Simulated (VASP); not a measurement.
Sb:

```
CELL_PARAMETERS angstrom
3.16000 0.00000 0.00000
0.00000 3.16000 0.00000
0.00000 0.00000 3.16000
ATOMIC_POSITIONS crystal
Sb 0.00000 0.00000 0.00000
```

| Quantity | Value |
| --- | --- |
| Program | VASP 6.6.1 |
| Task | relaxation of cell and atoms |
| Functional | revPBE |
| Dispersion | D4 |
| Potentials or basis | VASP PAW PBE potentials, release 64 (Sb) |
| Cutoff | 600 eV |
| k mesh | 8 × 8 × 8 |
| Occupations | fermi-dirac, width 0.05 eV |
| Spin | no spin polarisation |

At the start: pressure -5.4 GPa; volume 31.55 Å³/atom.

Task: Where does the relaxation end?

Result: Over 3 steps the energy falls by 57.4 meV/atom and the volume is 28.49 Å³/atom (-9.7 %); space group Pm-3m (No. 221, to 0.05 Å).

Step by step:
| step | energy change (eV) | largest force (eV/Å) | pressure (GPa) | volume (Å³) |
| --- | --- | --- | --- | --- |
| 1 | 0.0000 | 0.0000 | -5.44 | 31.55 |
| 2 | -0.0375 | 0.0000 | 4.18 | 26.91 |
| 3 | -0.0574 | 0.0000 | 0.01 | 28.49 |

Final structure:
```
CELL_PARAMETERS angstrom
3.05411 0.00000 0.00000
0.00000 3.05411 0.00000
0.00000 0.00000 3.05411
ATOMIC_POSITIONS crystal
Sb 0.00000 0.00000 0.00000
```

Caveat: the PAW data sets were made with another functional, which shifts forces and pressure a little; pairwise dispersion overbinds metals, which lowers pressure and volume.
